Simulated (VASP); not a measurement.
A run of VASP 6.6.1 is set up as follows.

File INCAR:

```
PREC = Accurate
ENCUT = 520
EDIFF = 1E-6
ISMEAR = 0
SIGMA = 0.15
LREAL = F
LASPH = T
NELM = 80
ALGO = Normal
ISIF = 2
LWAVE = F
LCHARG = F
GGA = PS
NBANDS = 12
```

The input KPOINTS:

```
regular mesh
0
Gamma
  24 24 24
```

The input POSCAR:

```
Cu
1.0
   -1.4067234870      1.4067234870      1.4448855225
    1.4067234870     -1.4067234870      1.4448855225
    1.4067234870      1.4067234870     -1.4448855225
Cu
1
Direct
    0.0000000000      0.0000000000      0.0000000000
```

Potentials or basis: VASP PAW PBE potentials, release 64 (Cu).

Run with:

```bash
$ cat potpaw_PBE.64/Cu/POTCAR > POTCAR
$ mpirun -np 1 vasp_std > vasp.out
```

Q: What does it give for the pressure?

A: -0.4 GPa.

Stress tensor (GPa, compression positive):
```
-0.55  0.00  0.00
 0.00 -0.55  0.00
 0.00  0.00 -0.17
```

Caveat: the cell differs from its parent crystal (strain -0.025 along x and y, +0.050 along z); the PAW data sets were made with another functional, which shifts forces and pressure a little.
